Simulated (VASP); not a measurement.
# Zn (Im-3m) in VASP: a series of runs

Zn is run at these levels: PBE; tasks: single point.

Everything below comes from runs of VASP 6.6.1. Logs are shortened: lines on timing, memory, paths and dates and some standing lists are left out, and cuts for length are marked.

### Step 1. The cell of the first run

It takes space group Im-3m (No. 229, cubic). The conventional cell has a = 2.930 Å, b = 2.930 Å, c = 2.930 Å, α = 90.00°, β = 90.00°, γ = 90.00°. Zn (site symmetry m-3m) has 14 Zn at 2.54 to 2.93 Å within 3.3 Å.

This isn't the form of Zn at room conditions, which is hcp.

### Step 2. Single point, PBE

The input, INCAR:

```
SYSTEM = Zn
ALGO = Normal
EDIFF = 1E-7
ENCUT = 520
GGA = PE
ISIF = 2
ISMEAR = -1
LASPH = .True.
LCHARG = .False.
LREAL = .False.
LWAVE = .False.
NBANDS = 12
NELM = 80
PREC = Accurate
SIGMA = 0.08
```

The input, KPOINTS:

```
k-points
0
Gamma
  18 18 18
  0 0 0
```

The input, POSCAR:

```
Zn
1.0
   -1.4652329850      1.4652329850      1.4652329850
    1.4652329850     -1.4652329850      1.4652329850
    1.4652329850      1.4652329850     -1.4652329850
Zn
1
Direct
    0.0000000000      0.0000000000      0.0000000000
```

Potentials or basis: VASP PAW PBE potentials, release 64 (Zn).

On the command line:

```bash
> cat potpaw_PBE.64/Zn/POTCAR > POTCAR
> mpirun -np 1 vasp_std > vasp.out
```

OUTCAR:

```text
SYSTEM = Zn
   EDIFF = 1E-7
   ENCUT = 520
   GGA = PE
   ISIF = 2
   ISMEAR = -1
   LASPH = .True.
   LREAL = .False.
   NELM = 80
   PREC = Accurate

 ion  position               nearest neighbor table
   1  0.000  0.000  0.000-

  LATTYP: Found a body centered cubic cell.
 ALAT       =     2.9304659700

  Lattice vectors:

 A1 = (  -1.4652329850,   1.4652329850,   1.4652329850)
 A2 = (   1.4652329850,  -1.4652329850,   1.4652329850)
 A3 = (   1.4652329850,   1.4652329850,  -1.4652329850)

Analysis of symmetry for initial positions (statically):
=====================================================================
 Subroutine PRICEL returns:
 Original cell was already a primitive cell.

 Routine SETGRP: Setting up the symmetry group for a
 body centered cubic supercell.

 Subroutine GETGRP returns: Found 48 space group operations
 (whereof 48 operations were pure point group operations)
 out of a pool of 48 trial point group operations.

The static configuration has the point symmetry O_h .

Analysis of symmetry for dynamics (positions and initial velocities):
=====================================================================
 Subroutine PRICEL returns:
 Original cell was already a primitive cell.

 Routine SETGRP: Setting up the symmetry group for a
 body centered cubic supercell.

 Subroutine GETGRP returns: Found 48 space group operations
 (whereof 48 operations were pure point group operations)
 out of a pool of 48 trial point group operations.

The dynamic configuration has the point symmetry O_h .

 Subroutine INISYM returns: Found 48 space group operations
 (whereof 48 operations are pure point group operations),
 and found     1 'primitive' translations

----------------------------------------------------------------------------------------

                                     Primitive cell

  volume of cell :      12.5829

  direct lattice vectors                    reciprocal lattice vectors
    -1.465232985  1.465232985  1.465232985     0.000000000  0.341242659  0.341242659
     1.465232985 -1.465232985  1.465232985     0.341242659  0.000000000  0.341242659
     1.465232985  1.465232985 -1.465232985     0.341242659  0.341242659  0.000000000

  length of vectors
     2.537857975  2.537857975  2.537857975     0.482589997  0.482589997  0.482589997

  position of ions in fractional coordinates (direct lattice)
     0.000000000  0.000000000  0.000000000

  ion indices of the primitive-cell ions
   primitive index   ion index
                 1           1

----------------------------------------------------------------------------------------

 KPOINTS: k-points

Automatic generation of k-mesh.
 Grid dimensions read from file:
 generate k-points for:   18   18   18

 Generating k-lattice:

  Cartesian coordinates                     Fractional coordinates (reciprocal lattice)
     0.000000000  0.018957926  0.018957926     0.055555556  0.000000000  0.000000000
     0.018957926  0.000000000  0.018957926     0.000000000  0.055555556  0.000000000
     0.018957926  0.018957926  0.000000000     0.000000000  0.000000000  0.055555556

  Length of vectors
     0.026810555  0.026810555  0.026810555

  Shift w.r.t. Gamma in fractional coordinates (k-lattice)
     0.000000000  0.000000000  0.000000000

 Subroutine IBZKPT returns following result:
 ===========================================

 Found    195 irreducible k-points:

 Following reciprocal coordinates:
            Coordinates               Weight
  0.000000  0.000000  0.000000      1.000000
  0.055556  0.000000  0.000000     12.000000
  0.111111  0.000000  0.000000     12.000000
  0.166667  0.000000  0.000000     12.000000
  0.222222  0.000000  0.000000     12.000000
  0.277778  0.000000  0.000000     12.000000
[... 16 lines left out ...]
  0.333333  0.111111  0.000000     48.000000
  0.388889  0.111111 -0.000000     48.000000
 [... further k-points ...]
   k-points           NKPTS =    195   k-points in BZ     NKDIM =    195   number of bands    NBANDS=     12
   number of dos      NEDOS =    301   number of ions     NIONS =      1
   total plane-waves  NPLWV =   8000
   dimension x,y,z NGX =    20 NGY =   20 NGZ =   20
   dimension x,y,z NGXF=    40 NGYF=   40 NGZF=   40
   ions per type =               1
   NGX,Y,Z   is equivalent  to a cutoff of  13.10, 13.10, 13.10 a.u.
   NGXF,Y,Z  is equivalent  to a cutoff of  26.20, 26.20, 26.20 a.u.
 SYSTEM =  Zn
   PREC   = accura    normal or accurate (medium, high low for compatibility)
   ISTART =      0    job   : 0-new  1-cont  2-samecut
   ICHARG =      2    charge: 1-file 2-atom 10-const
   ISPIN  =      1    spin polarized calculation?
   LNONCOLLINEAR =      F non collinear calculations
   LSORBIT =      F    spin-orbit coupling
   LASPH  =      T    aspherical Exc in radial PAW
   ENCUT  =  520.0 eV  38.22 Ry    6.18 a.u.   4.72  4.72  4.72*2*pi/ulx,y,z
   NELM   =     80;   NELMIN=  2; NELMDL= -5     # of ELM steps
   EDIFF  = 0.1E-06   stopping-criterion for ELM
   LREAL  =      F    real-space projection
   EDIFFG = 0.1E-05   stopping-criterion for IOM
   NSW    =      0    number of steps for IOM
   IBRION =     -1    ionic relax: 0-MD 1-quasi-New 2-CG
   NFREE  =      0    steps in history (QN), initial steepest desc. (CG)
   ISIF   =      2    stress and relaxation
   ISYM   =      2    0-nonsym 1-usesym 2-fastsym
   POTIM  = 0.5000    time-step for ionic-motion
   TEBEG  =    0.0;   TEEND  =   0.0 temperature during run
   PSTRESS=    0.0 pullay stress
   NELECT =      12.0000    total number of electrons
   NUPDOWN=      -1.0000    fix difference up-down
   EMIN   =  10.00;   EMAX   =-10.00  energy-range for DOS
   EFERMI =   0.00;   METHOD = LEGACY
   ISMEAR =    -1;   SIGMA  =   0.08  broadening in eV -4-tet -1-fermi 0-gaus
   EFERMI_NEDOS =   21; number of points for ismear=-14 and -15
   IALGO  =     38    algorithm
   IMIX   =      4    mixing-type and parameters
     AMIX     =   0.40;   BMIX     =  1.00
     AMIX_MAG =   1.60;   BMIX_MAG =  1.00
  volume/ion in A,a.u.               =      12.58        84.91
  Fermi-wavevector in a.u.,A,eV,Ry     =   1.611419  3.045141 35.329870  2.596672
  Thomas-Fermi vector in A             =   2.706813
   LORBIT       =      0    0 simple, 1 ext, 2 COOP (PROOUT), +10 PAW based schemes
   GGA     = PE    functional components
   LHFCALC =     F    Hartree Fock is set to
   AEXX    =    0.0000 exact exchange contribution
   IVDW    =     0    specifies the selected vdW correction
   LEPSILON=     F    determine dielectric tensor
   LRPA    =     F    only Hartree local field effects (RPA)
 non-spin polarized calculation
  energy-cutoff  :      520.00
  volume of cell :       12.58
 maximum number of plane-waves:       370
   NGX =  9   NGY =  9   NGZ =  9

 number of electron      12.0000011 magnetization

 Free energy of the ion-electron system (eV)
  ---------------------------------------------------
  ext. energy  EPLUGINS =         0.00000000
  ---------------------------------------------------
  free energy    TOTEN  =        -0.86228825 eV

  energy without entropy =       -0.85537718  energy(sigma->0) =       -0.85883271

 E-fermi :   4.8985     XC(G=0): -12.5963

 val. band max:        4.8585252165   @ k =   0.5000   0.5000   0.2778
 cond. band min:       4.9030508672   @ k =  -0.3889  -0.3889   0.1111
 fundamental gap:      0.0445256507
 Fermi energy:         4.8984870944

 k-point     1 :       0.0000    0.0000    0.0000
  band No.  band energies     occupation
      1      -7.4105      2.00000
      2      -3.7132      2.00000
      3      -3.7132      2.00000
      4      -3.7132      2.00000
      5      -3.0035      2.00000
      6      -3.0035      2.00000
      7      27.2822      0.00000
      8      27.2822      0.00000
      9      27.2822      0.00000
     10      27.3965      0.00000
     11      27.3965      0.00000
     12      27.3965      0.00000

 k-point     2 :       0.0556    0.0000    0.0000
  band No.  band energies     occupation
      1      -7.2979      2.00000
      2      -3.7269      2.00000
      3      -3.7112      2.00000
      4      -3.6808      2.00000
      5      -3.0167      2.00000
      6      -3.0026      2.00000
      7      24.9445      0.00000
      8      26.3002      0.00000
      9      26.3105      0.00000
     10      26.6432      0.00000
     11      27.0390      0.00000
     12      27.4618      0.00000

 k-point     3 :       0.1111    0.0000    0.0000
  band No.  band energies     occupation
      1      -6.9648      2.00000
      2      -3.7663      2.00000
      3      -3.7051      2.00000
      4      -3.5863      2.00000
      5      -3.0498      2.00000
      6      -2.9997      2.00000
      7      21.6934      0.00000
      8      24.6028      0.00000
      9      24.7264      0.00000
     10      25.5712      0.00000
     11      26.4177      0.00000
     12      27.8595      0.00000

 k-point     4 :       0.1667    0.0000    0.0000
  band No.  band energies     occupation
      1      -6.4305      2.00000
      2      -3.8264      2.00000
      3      -3.6884      2.00000
      4      -3.4385      2.00000
      5      -3.0853      2.00000
      6      -2.9945      2.00000
      7      18.5040      0.00000
      8      22.9732      0.00000
      9      23.2378      0.00000
     10      24.5658      0.00000
     11      25.7847      0.00000
     12      28.5184      0.00000

 k-point     5 :       0.2222    0.0000    0.0000
  band No.  band energies     occupation
      1      -5.7538      2.00000
      2      -3.8997      2.00000
      3      -3.6146      2.00000
      4      -3.2518      2.00000
      5      -3.1051      2.00000
      6      -2.9871      2.00000
      7      15.4551      0.00000
      8      21.5083      0.00000
      9      21.9319      0.00000
     10      23.7107      0.00000
     11      25.2417      0.00000
     12      29.4289      0.00000

 k-point     6 :       0.2778    0.0000    0.0000
  band No.  band energies     occupation
      1      -5.1151      2.00000
      2      -3.9772      2.00000
      3      -3.3055      2.00000
      4      -3.1026      2.00000
      5      -3.0459      2.00000
      6      -2.9778      2.00000
      7      12.5754      0.00000
      8      20.2478      0.00000
      9      20.8366      0.00000
     10      23.0194      0.00000
     11      24.8160      0.00000
     12      30.5800      0.00000

 k-point     7 :       0.3333    0.0000    0.0000
  band No.  band energies     occupation
      1      -4.7884      2.00000
      2      -4.0496      2.00000
      3      -3.0845      2.00000
      4      -2.9677      2.00000
      5      -2.8451      2.00000
      6      -2.4816      2.00000
      7       9.8869      0.00000
      8      19.2232      0.00000
      9      19.9681      0.00000
     10      22.4900      0.00000
     11      24.5062      0.00000
     12      31.9583      0.00000

 k-point     8 :       0.3889    0.0000    0.0000
  band No.  band energies     occupation
      1      -4.7141      2.00000
      2      -4.1083      2.00000
      3      -3.0617      2.00000
      4      -2.9584      2.00000
      5      -2.6756      2.00000
      6      -1.2115      2.00000
      7       7.4242      0.00000
      8      18.4640      0.00000
      9      19.3384      0.00000
     10      22.1175      0.00000
     11      24.3005      0.00000
     12      33.5453      0.00000
[... 166 lines left out ...]
 k-point    20 :       0.1667    0.1111    0.0000
  band No.  band energies     occupation
      1      -5.4724      2.00000
      2      -3.8723      2.00000
      3      -3.7678      2.00000
      4      -3.1388      2.00000
      5      -3.0724      2.00000
      6      -2.9228      2.00000
      7      15.7365      0.00000
      8      17.5729      0.00000
      9      21.0121      0.00000
     10      25.5103      0.00000
     11      27.3816      0.00000
     12      29.1776      0.00000

 k-point    21 :       0.2222    0.1111    0.0000
  band No.  band energies     occupation
      1      -4.8803      2.00000
      2      -3.9496      2.00000
      3      -3.6296      2.00000
      4      -3.1357      2.00000
      5      -2.9623      2.00000
      6      -2.6011      2.00000
      7      12.8663      0.00000
      8      16.5550      0.00000
      9      19.9718      0.00000
     10      24.8969      0.00000
     11      27.7914      0.00000
     12      29.2436      0.00000

 k-point    22 :       0.2778    0.1111    0.0000
  band No.  band energies     occupation
      1      -4.6099      2.00000
      2      -4.0216      2.00000
      3      -3.3367      2.00000
      4      -3.1061      2.00000
      5      -2.9183      2.00000
      6      -1.8579      2.00000
      7      10.1806      0.00000
      8      15.7391      0.00000
      9      19.1306      0.00000
     10      24.3918      0.00000
     11      27.7467      0.00000
     12      29.9836      0.00000

 k-point    23 :       0.3333    0.1111    0.0000
  band No.  band energies     occupation
      1      -4.5697      2.00000
      2      -4.0778      2.00000
      3      -3.1548      2.00000
      4      -3.0586      2.00000
      5      -2.8312      2.00000
      6      -0.6635      2.00000
      7       7.7118      0.00000
      8      15.1388      0.00000
      9      18.5127      0.00000
     10      24.0276      0.00000
     11      27.5462      0.00000
     12      31.1454      0.00000

 k-point    24 :       0.3889    0.1111   -0.0000
  band No.  band energies     occupation
      1      -4.5859      2.00000
      2      -4.1133      2.00000
      3      -3.0921      2.00000
      4      -3.0400      2.00000
      5      -2.7260      2.00000
      6       0.7852      2.00000
      7       5.5497      0.00058
      8      14.7700      0.00000
      9      18.1351      0.00000
     10      23.8093      0.00000
     11      27.3988      0.00000
     12      32.4519      0.00000

 [... further k-points ...]
[... 5 lines left out ...]
  --------------------------------------------------------------------------------------
  -------------------------------------------------------------------------------------
  Total        1.7737573      1.7737573      1.7737573      0.0000000     -0.0000000     -0.0000000
  in kB      225.8524048    225.8524048    225.8524048      0.0000000     -0.0000000     -0.0000000
  external PRESSURE =     225.8524048 kB  Pullay stress =       0.0000000 kB

 VOLUME and BASIS-vectors are now :
 -----------------------------------------------------------------------------
  energy-cutoff  :      520.00
  volume of cell :       12.58
      direct lattice vectors                 reciprocal lattice vectors
    -1.465232985  1.465232985  1.465232985     0.000000000  0.341242659  0.341242659
     1.465232985 -1.465232985  1.465232985     0.341242659  0.000000000  0.341242659
     1.465232985  1.465232985 -1.465232985     0.341242659  0.341242659  0.000000000

 POSITION                                       TOTAL-FORCE (eV/Angst)
 -----------------------------------------------------------------------------------
      0.00000      0.00000      0.00000         0.000000     -0.000000     -0.000000
 -----------------------------------------------------------------------------------
    total drift:                                0.000000     -0.000000      0.000000

  FREE ENERGIE OF THE ION-ELECTRON SYSTEM (eV)
  ---------------------------------------------------
  free  energy   TOTEN  =        -0.8622882506 eV

  energy  without entropy=       -0.8553771783  energy(sigma->0) =       -0.85883271
```

It took 28 s on 1 thread of Intel Xeon Platinum 8488C (Sapphire Rapids), shared host; peak memory 0.14 GiB.

What came out:

```
Free energy            : -0.8623 eV
Pressure               : 22.6 GPa
Band gap on the k mesh : zero (bands 6 and 7 overlap by 5.13 eV)
```

Caveat: the cell stands under pressure.

(Continued in part 2 of 2.)
